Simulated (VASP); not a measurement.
# Cd (Fd-3m) in VASP: further runs

Cd is run at these levels: r2SCAN; tasks: single point, relaxation of cell and atoms.

Program: VASP 6.6.1. These are calculated values, not measurements. Logs are shortened: lines on timing, memory, paths and dates and some standing lists are left out, and cuts for length are marked.

## 1. The cell of the first run

It takes space group Fd-3m (No. 227, cubic). Conventional cell: a = 6.470 Å, b = 6.470 Å, c = 6.470 Å, α = 90.00°, β = 90.00°, γ = 90.00°. Within 3.7 Å of Cd (site symmetry -43m) lie 4 Cd at 2.80 Å.

## 2. Single point, r2SCAN

POSCAR

```
Cd
1.0
    0.0000000000      3.2351242658      3.2351242658
    3.2351242658      0.0000000000      3.2351242658
    3.2351242658      3.2351242658      0.0000000000
Cd
2
Direct
    0.0000000000      0.0000000000      0.0000000000
    0.2500000000      0.2500000000      0.2500000000
```

INCAR.step1

```
SYSTEM = Cd
  ALGO = Normal
  EDIFF = 1E-4
  ENCUT = 520
  GGA = PE
  ISMEAR = 0
  LASPH = .TRUE.
  LCHARG = .FALSE.
  LREAL = .FALSE.
  LWAVE = .TRUE.
  NBANDS = 19
  NELM = 100
  PREC = Accurate
  SIGMA = 0.1
```

INCAR.step2

```
SYSTEM = Cd
  ALGO = Normal
  EDIFF = 1E-7
  ENCUT = 520
  ISIF = 2
  ISMEAR = 0
  ISTART = 1
  LASPH = .TRUE.
  LCHARG = .TRUE.
  LELF = .TRUE.
  LMIXTAU = .TRUE.
  LREAL = .FALSE.
  LVHAR = .TRUE.
  LWAVE = .FALSE.
  METAGGA = R2SCAN
  NBANDS = 19
  NELM = 100
  PREC = Accurate
  SIGMA = 0.1
```

KPOINTS

```
k-points
0
G
  5 5 5
  0 0 0
```

Potentials or basis: VASP PAW PBE potentials, release 64 (Cd).

Launch:

```sh
> cat potpaw_PBE.64/Cd/POTCAR > POTCAR
> cp INCAR.step1 INCAR
> mpirun -np 1 vasp_std > vasp.out
> cp INCAR.step2 INCAR
> mpirun -np 1 vasp_std > vasp.out
```

OUTCAR:

```text
SYSTEM = Cd
   EDIFF = 1E-7
   ENCUT = 520
   ISIF = 2
   ISMEAR = 0
   ISTART = 1
   LASPH = .TRUE.
   LREAL = .FALSE.
   METAGGA = R2SCAN
   NELM = 100
   PREC = Accurate

 ion  position               nearest neighbor table
   1  0.000  0.000  0.000-   2 2.80   2 2.80   2 2.80   2 2.80
   2  0.250  0.250  0.250-   1 2.80   1 2.80   1 2.80   1 2.80

  LATTYP: Found a face centered cubic cell.
 ALAT       =     6.4702485316

  Lattice vectors:

 A1 = (   0.0000000000,   3.2351242658,   3.2351242658)
 A2 = (   3.2351242658,   0.0000000000,   3.2351242658)
 A3 = (   3.2351242658,   3.2351242658,   0.0000000000)

Analysis of symmetry for initial positions (statically):
=====================================================================
 Subroutine PRICEL returns:
 Original cell was already a primitive cell.

 Routine SETGRP: Setting up the symmetry group for a
 face centered cubic supercell.

 Subroutine GETGRP returns: Found 48 space group operations
 (whereof 24 operations were pure point group operations)
 out of a pool of 48 trial point group operations.

The static configuration has the point symmetry T_d .
 The point group associated with its full space group is O_h .

Analysis of symmetry for dynamics (positions and initial velocities):
=====================================================================
 Subroutine PRICEL returns:
 Original cell was already a primitive cell.

 Routine SETGRP: Setting up the symmetry group for a
 face centered cubic supercell.

 Subroutine GETGRP returns: Found 48 space group operations
 (whereof 24 operations were pure point group operations)
 out of a pool of 48 trial point group operations.

The dynamic configuration has the point symmetry T_d .
 The point group associated with its full space group is O_h .

 Subroutine INISYM returns: Found 48 space group operations
 (whereof 24 operations are pure point group operations),
 and found     1 'primitive' translations

----------------------------------------------------------------------------------------

                                     Primitive cell

  volume of cell :      67.7178

  direct lattice vectors                    reciprocal lattice vectors
     0.000000000  3.235124266  3.235124266    -0.154553569  0.154553569  0.154553569
     3.235124266  0.000000000  3.235124266     0.154553569 -0.154553569  0.154553569
     3.235124266  3.235124266  0.000000000     0.154553569  0.154553569 -0.154553569
[... 66 lines left out ...]
   LASPH  =      T    aspherical Exc in radial PAW
   ENCUT  =  520.0 eV  38.22 Ry    6.18 a.u.   8.51  8.51  8.51*2*pi/ulx,y,z
   NELM   =    100;   NELMIN=  2; NELMDL=  0     # of ELM steps
   EDIFF  = 0.1E-06   stopping-criterion for ELM
   LREAL  =      F    real-space projection
   EDIFFG = 0.1E-05   stopping-criterion for IOM
   NSW    =      0    number of steps for IOM
   IBRION =     -1    ionic relax: 0-MD 1-quasi-New 2-CG
   NFREE  =      0    steps in history (QN), initial steepest desc. (CG)
   ISIF   =      2    stress and relaxation
   ISYM   =      2    0-nonsym 1-usesym 2-fastsym
   POTIM  = 0.5000    time-step for ionic-motion
   TEBEG  =    0.0;   TEEND  =   0.0 temperature during run
   PSTRESS=    0.0 pullay stress
   NELECT =      24.0000    total number of electrons
   NUPDOWN=      -1.0000    fix difference up-down
   EMIN   =  10.00;   EMAX   =-10.00  energy-range for DOS
   EFERMI =   0.00;   METHOD = LEGACY
   ISMEAR =     0;   SIGMA  =   0.10  broadening in eV -4-tet -1-fermi 0-gaus
   EFERMI_NEDOS =   21; number of points for ismear=-14 and -15
   IALGO  =     38    algorithm
   IMIX   =      4    mixing-type and parameters
     AMIX     =   0.40;   BMIX     =  1.00
     AMIX_MAG =   1.60;   BMIX_MAG =  1.00
  volume/ion in A,a.u.               =      33.86       228.49
  Fermi-wavevector in a.u.,A,eV,Ry     =   1.158540  2.189323 18.261935  1.342214
  Thomas-Fermi vector in A             =   2.295141
   LORBIT       =      0    0 simple, 1 ext, 2 COOP (PROOUT), +10 PAW based schemes
   METAGGA = R2SCAN    functional components
   LHFCALC =     F    Hartree Fock is set to
   AEXX    =    0.0000 exact exchange contribution
   IVDW    =     0    specifies the selected vdW correction
   LEPSILON=     F    determine dielectric tensor
   LRPA    =     F    only Hartree local field effects (RPA)
 non-spin polarized calculation
 Gauss-broadening in eV      SIGMA  =   0.10
  energy-cutoff  :      520.00
  volume of cell :       67.72
 maximum number of plane-waves:      1849
 NGX is ok and might be reduce to    36
   NGX = 17   NGY = 17   NGZ = 17

 number of electron      23.9999990 magnetization

 Free energy of the ion-electron system (eV)
  ---------------------------------------------------
  ext. energy  EPLUGINS =         0.00000000
  ---------------------------------------------------
  free energy    TOTEN  =       -39.36130880 eV

  energy without entropy =      -39.34828540  energy(sigma->0) =      -39.35479710

 E-fermi :   0.2938     XC(G=0):  -9.1091

 val. band max:        0.2767404271   @ k =  -0.4000   0.4000   0.2000
 cond. band min:       0.3950711495   @ k =  -0.2000   0.2000   0.0000
 fundamental gap:      0.1183307225
 Fermi energy:         0.2937895494

 k-point     1 :       0.0000    0.0000    0.0000
  band No.  band energies     occupation
      1      -9.3883      2.00000
      2      -9.3883      2.00000
      3      -9.3883      2.00000
      4      -9.3297      2.00000
      5      -9.3297      2.00000
      6      -8.5406      2.00000
[... 197 lines left out ...]
      6      -8.8682      2.00000
[... 11 lines left out ...]
     18      10.7073      0.00000
     19      12.3897      0.00000

------------------------ aborting loop because EDIFF is reached ----------------------------------------

  FORCE on cell =-STRESS in cart. coord.  units (eV):
  Direction    XX          YY          ZZ          XY          YZ          ZX
  --------------------------------------------------------------------------------------
  -------------------------------------------------------------------------------------
  Total        0.1124673      0.1124673      0.1124673      0.0000000      0.0000000      0.0000000
  in kB        2.6609320      2.6609320      2.6609320      0.0000000      0.0000000      0.0000000
  external PRESSURE =       2.6609320 kB  Pullay stress =       0.0000000 kB

 VOLUME and BASIS-vectors are now :
 -----------------------------------------------------------------------------
  energy-cutoff  :      520.00
  volume of cell :       67.72
      direct lattice vectors                 reciprocal lattice vectors
     0.000000000  3.235124266  3.235124266    -0.154553569  0.154553569  0.154553569
     3.235124266  0.000000000  3.235124266     0.154553569 -0.154553569  0.154553569
     3.235124266  3.235124266  0.000000000     0.154553569  0.154553569 -0.154553569

 POSITION                                       TOTAL-FORCE (eV/Angst)
 -----------------------------------------------------------------------------------
      0.00000      0.00000      0.00000        -0.000000     -0.000000     -0.000000
      1.61756      1.61756      1.61756         0.000000      0.000000      0.000000
 -----------------------------------------------------------------------------------
    total drift:                                0.000000      0.000000      0.000000

  FREE ENERGIE OF THE ION-ELECTRON SYSTEM (eV)
  ---------------------------------------------------
  free  energy   TOTEN  =       -39.3613087958 eV

  energy  without entropy=      -39.3482853966  energy(sigma->0) =      -39.35479710
```

OSZICAR.step1:

```text
N       E                     dE             d eps       ncg     rms          rms(c)
DAV:   1     0.169859737250E+03    0.16986E+03   -0.12325E+04   380   0.116E+03
DAV:   2     0.350167852660E+01   -0.16636E+03   -0.16168E+03   401   0.316E+02
DAV:   3    -0.842657214208E+00   -0.43443E+01   -0.43359E+01   433   0.578E+01
DAV:   4    -0.852415986703E+00   -0.97588E-02   -0.97581E-02   404   0.280E+00
DAV:   5    -0.852470955843E+00   -0.54969E-04   -0.54968E-04   413   0.176E-01    0.262E+00
DAV:   6    -0.786527604487E+00    0.65943E-01   -0.17210E-01   416   0.425E+00    0.225E+00
DAV:   7    -0.781861308660E+00    0.46663E-02   -0.15869E-02   398   0.944E-01    0.120E+00
DAV:   8    -0.781662721528E+00    0.19859E-03   -0.23944E-03   401   0.505E-01    0.469E-02
DAV:   9    -0.781751442208E+00   -0.88721E-04   -0.70052E-05   298   0.572E-02
   1 F= -.78175144E+00 E0= -.77445554E+00  d E =-.145918E-01
```

Run time: 87 s. Hardware: 1 thread of AMD EPYC 7R43 (Zen 3), shared host; peak memory 0.18 GiB.

Results:

* Free energy: -39.3613 eV
* Pressure: 0.3 GPa
* Band gap on the k mesh: zero (band 12 reaches 5.23 eV, above the bottom of band 13 at 0.14 eV)

Caveat: the PAW data sets were made with another functional, which shifts forces and pressure a little.

## 3. Relaxation of cell and atoms, r2SCAN

This run uses another cell than the first one, of 28.09 Å³/atom, 0.830 times its volume.

POSCAR

```
Cd
1.0
    0.0000000000      3.0400000000      3.0400000000
    3.0400000000      0.0000000000      3.0400000000
    3.0400000000      3.0400000000      0.0000000000
Cd
2
Direct
    0.0000000000      0.0000000000      0.0000000000
    0.2500000000      0.2500000000      0.2500000000
```

INCAR.step1

```
SYSTEM = Cd
ALGO = Normal
EDIFF = 1E-4
ENCUT = 600
GGA = PE
ISMEAR = 0
LASPH = .TRUE.
LCHARG = .FALSE.
LREAL = .FALSE.
LWAVE = .TRUE.
NELM = 60
PREC = Accurate
SIGMA = 0.1
```

INCAR.step2

```
SYSTEM = Cd
ALGO = Normal
EDIFF = 1E-6
EDIFFG = -0.03
ENCUT = 600
IBRION = 2
ISIF = 3
ISMEAR = 0
ISTART = 1
LASPH = .TRUE.
LCHARG = .FALSE.
LMIXTAU = .TRUE.
LREAL = .FALSE.
LWAVE = .FALSE.
METAGGA = R2SCAN
NELM = 60
NSW = 80
PREC = Accurate
SIGMA = 0.1
```

KPOINTS is that of step 2.

Potentials or basis: VASP PAW PBE potentials, release 64 (Cd).

Launch:

```sh
> cat potpaw_PBE.64/Cd/POTCAR > POTCAR
> cp INCAR.step1 INCAR
> mpirun -np 1 vasp_std > vasp.out
> cp INCAR.step2 INCAR
> mpirun -np 1 vasp_std > vasp.out
```

OUTCAR:

```text
SYSTEM = Cd
   EDIFF = 1E-6
   EDIFFG = -0.03
   ENCUT = 600
   IBRION = 2
   ISIF = 3
   ISMEAR = 0
   ISTART = 1
   LASPH = .TRUE.
   LREAL = .FALSE.
   METAGGA = R2SCAN
   NELM = 60
   NSW = 80
   PREC = Accurate

 ion  position               nearest neighbor table
   1  0.000  0.000  0.000-   2 2.63   2 2.63   2 2.63   2 2.63
   2  0.250  0.250  0.250-   1 2.63   1 2.63   1 2.63   1 2.63

  LATTYP: Found a face centered cubic cell.
 ALAT       =     6.0800000000

  Lattice vectors:

 A1 = (   0.0000000000,   3.0400000000,   3.0400000000)
 A2 = (   3.0400000000,   0.0000000000,   3.0400000000)
 A3 = (   3.0400000000,   3.0400000000,   0.0000000000)

Analysis of symmetry for initial positions (statically):
=====================================================================
 Subroutine PRICEL returns:
 Original cell was already a primitive cell.

 Routine SETGRP: Setting up the symmetry group for a
 face centered cubic supercell.

 Subroutine GETGRP returns: Found 48 space group operations
 (whereof 24 operations were pure point group operations)
 out of a pool of 48 trial point group operations.

[... 395 lines left out ...]

 val. band max:        0.2336345885   @ k =  -0.4000   0.4000   0.2000
 cond. band min:       0.3153867092   @ k =  -0.2000   0.2000   0.0000
 fundamental gap:      0.0817521207
 Fermi energy:         0.2441262116

 k-point     1 :       0.0000    0.0000    0.0000
  band No.  band energies     occupation
      1      -9.4118      2.00000
      2      -9.4118      2.00000
      3      -9.4118      2.00000
      4      -9.3538      2.00000
      5      -9.3538      2.00000
      6      -8.5865      2.00000
[... 167 lines left out ...]
      3      -9.2632      2.00000
      4      -9.0563      2.00000
      5      -9.0548      2.00000
      6      -8.9058      2.00000
[... 8 lines left out ...]
     15       6.8766      0.00000
     16       6.9747      0.00000

------------------------ aborting loop because EDIFF is reached ----------------------------------------

  FORCE on cell =-STRESS in cart. coord.  units (eV):
  Direction    XX          YY          ZZ          XY          YZ          ZX
  --------------------------------------------------------------------------------------
  -------------------------------------------------------------------------------------
  Total       -0.0081594     -0.0081594     -0.0081594      0.0000000      0.0000000     -0.0000000
  in kB       -0.1902487     -0.1902487     -0.1902487      0.0000000      0.0000000     -0.0000000
  external PRESSURE =      -0.1902487 kB  Pullay stress =       0.0000000 kB

 VOLUME and BASIS-vectors are now :
 -----------------------------------------------------------------------------
  energy-cutoff  :      600.00
  volume of cell :       68.71
      direct lattice vectors                 reciprocal lattice vectors
     0.000000000  3.250913579  3.250913579    -0.153802920  0.153802920  0.153802920
     3.250913579  0.000000000  3.250913579     0.153802920 -0.153802920  0.153802920
     3.250913579  3.250913579 -0.000000000     0.153802920  0.153802920 -0.153802920

 POSITION                                       TOTAL-FORCE (eV/Angst)
 -----------------------------------------------------------------------------------
      3.25091      3.25091     -0.00000        -0.000000     -0.000000     -0.000000
      1.62546      1.62546      1.62546         0.000000      0.000000      0.000000
 -----------------------------------------------------------------------------------
    total drift:                                0.000000      0.000000      0.000000

  FREE ENERGIE OF THE ION-ELECTRON SYSTEM (eV)
  ---------------------------------------------------
  free  energy   TOTEN  =       -39.3578184081 eV

  energy  without entropy=      -39.3430586157  energy(sigma->0) =      -39.35043851

 reached required accuracy - stopping structural energy minimisation
```

OUTCAR.step1:

```text
SYSTEM = Cd
   EDIFF = 1E-4
   ENCUT = 600
   GGA = PE
   ISMEAR = 0
   LASPH = .TRUE.
   LREAL = .FALSE.
[... 396 lines left out ...]
      0.00000      0.00000      0.00000         0.000000      0.000000      0.000000
      1.52000      1.52000      1.52000        -0.000000     -0.000000     -0.000000
 -----------------------------------------------------------------------------------
    total drift:                                0.000000      0.000000      0.000000

  FREE ENERGIE OF THE ION-ELECTRON SYSTEM (eV)
  ---------------------------------------------------
  free  energy   TOTEN  =        -0.4097654123 eV

  energy  without entropy=       -0.3994467098  energy(sigma->0) =       -0.40460606
```

OSZICAR.step1:

```text
N       E                     dE             d eps       ncg     rms          rms(c)
DAV:   1     0.186408030016E+03    0.18641E+03   -0.14200E+04   320   0.161E+03
DAV:   2     0.349953426947E+01   -0.18291E+03   -0.17926E+03   328   0.387E+02
DAV:   3    -0.510415248511E+00   -0.40099E+01   -0.40071E+01   376   0.694E+01
DAV:   4    -0.517392091605E+00   -0.69768E-02   -0.69767E-02   360   0.272E+00
DAV:   5    -0.517421724548E+00   -0.29633E-04   -0.29633E-04   384   0.144E-01    0.432E+00
DAV:   6    -0.421057088280E+00    0.96365E-01   -0.26826E-01   360   0.621E+00    0.331E+00
DAV:   7    -0.410888586427E+00    0.10169E-01   -0.29410E-02   344   0.153E+00    0.154E+00
DAV:   8    -0.409716285770E+00    0.11723E-02   -0.27345E-03   336   0.723E-01    0.663E-02
DAV:   9    -0.409765412327E+00   -0.49127E-04   -0.36548E-05   184   0.556E-02
   1 F= -.40976541E+00 E0= -.40460606E+00  d E =-.103187E-01
```

It took 2.2 min on 1 thread of AMD EPYC 7R43 (Zen 3), shared host; peak memory 0.18 GiB.

Results:

* Free energy: -39.3578 eV
* Relaxed volume: 34.36 Å³/atom
* Relaxed cell: a = 4.597 Å, b = 4.597 Å, c = 4.597 Å, α = 60.00°, β = 60.00°, γ = 60.00°
* Space group after relaxing (to 0.05 Å): Fd-3m (No. 227)
* Energy gained by relaxing: 124.9 meV/atom
* Ionic steps: 2
* Pressure after relaxing: 0.0 GPa
* Band gap on the k mesh: zero (band 12 reaches 5.10 eV, above the bottom of band 13 at 0.11 eV)

Step by step:
```csv
step,energy change (eV),largest force (eV/Å),pressure (GPa),volume (Å³)
1,0.0000,0.0000,8.20,56.19
2,-0.2498,0.0000,-0.02,68.71
```

Final structure:
```yaml
crystal:
  lattice:
    - [0.00000, 3.25091, 3.25091]
    - [3.25091, 0.00000, 3.25091]
    - [3.25091, 3.25091, 0.00000]
  atoms:
    - { symbol: Cd, position: [0.00000, 0.00000, 0.00000] }
    - { symbol: Cd, position: [0.25000, 0.25000, 0.25000] }
```

Caveat: the volume moved by over 15 % at a fixed basis, so the end points are rough; the PAW data sets were made with another functional, which shifts forces and pressure a little.
